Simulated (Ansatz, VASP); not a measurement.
Two plane-wave programs on Sb4P

```
CELL_PARAMETERS angstrom
-2.75509 2.75509 4.44002
2.75509 -2.75509 4.44002
2.75509 2.75509 -4.44002
ATOMIC_POSITIONS crystal
Sb 0.31888 0.31888 0.00000
Sb 0.68112 0.68112 0.00000
Sb 0.50000 0.00000 0.50000
Sb 0.00000 0.50000 0.50000
P 0.00000 0.00000 0.00000
```

Change from the starting cell: species swapped into the SnF4 type (I4/mmm, No. 139).

Alike in both runs: functional PBE; k mesh 10 × 10 × 10; occupations gaussian, width 0.1 eV; no spin polarisation.

Ansatz relaxed the structure, and its values are those at the end. VASP's run is a single point on that final structure, the one shown.

```csv
,VASP,Ansatz
version,VASP 6.6.1,Ansatz 0.2.0
potentials or method,"VASP PAW PBE potentials, release 64 (Sb, P), cutoff 520 eV","scalar-relativistic, plane waves, PAW"
valence electrons in the cell,25,65
```

|  | VASP | Ansatz | Ansatz less VASP |
| --- | --- | --- | --- |
| gap on the k mesh at the Fermi level (eV) | none | none | - |
| pressure (GPa) | -0.1 | 0.0 | +0.09 |

A gap of «none» marks a metal or a gap that the smearing closes. With one functional, cell and mesh, what is left measures potentials, basis and numerics. VASP's potentials hold 25 valence electrons a cell and Ansatz's 65, so a difference there can come from the potentials and not from the codes.

Spin-orbit coupling is off throughout.
